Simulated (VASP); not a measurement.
A run of VASP 6.6.1:

Contents of INCAR:

```
SYSTEM = ScAl2
ALGO = Normal ; EDIFF = 1E-6
EDIFFG = -0.008 ; ENCUT = 600
GGA = PS ; IBRION = 2
ISIF = 3 ; ISMEAR = 0
LASPH = .True. ; LCHARG = .False.
LREAL = .False. ; LWAVE = .False.
NELM = 60 ; NSW = 70
PREC = Accurate ; PSTRESS = 120.0
SIGMA = 0.1
```

KPOINTS

```
k-points
0
Gamma
  8 8 8
  0 0 0
```

POSCAR

```
ScAl2
1.0
    0.0000000000      3.6303246282      3.6303246282
    3.6303246282      0.0000000000      3.6303246282
    3.6303246282      3.6303246282      0.0000000000
Sc Al
2 4
Direct
    0.5000000000      0.5000000000      0.5000000000
    0.7500000000      0.7500000000      0.7500000000
    0.1250000000      0.1250000000      0.1250000000
    0.6250000000      0.1250000000      0.1250000000
    0.1250000000      0.6250000000      0.1250000000
    0.1250000000      0.1250000000      0.6250000000
```

Potentials or basis: VASP PAW PBE potentials, release 64 (Sc_sv, Al).

Launch:

```sh
$ cat potpaw_PBE.64/Sc_sv/POTCAR potpaw_PBE.64/Al/POTCAR > POTCAR
$ mpirun -np 1 vasp_std > vasp.out
```

Hardware: 1 thread of Intel(R) Xeon(R) Platinum 8259CL CPU @ 2.50GHz (Skylake/Cascade Lake), on a shared host.

Problem. Estimate the wall time of this run.

Solution. Run time: 3.5 min on 1 thread of Intel(R) Xeon(R) Platinum 8259CL CPU @ 2.50GHz (Skylake/Cascade Lake) (shared host), peak memory 0.3 GiB. Counts: scf iterations 27, k points 29, ion steps 3.
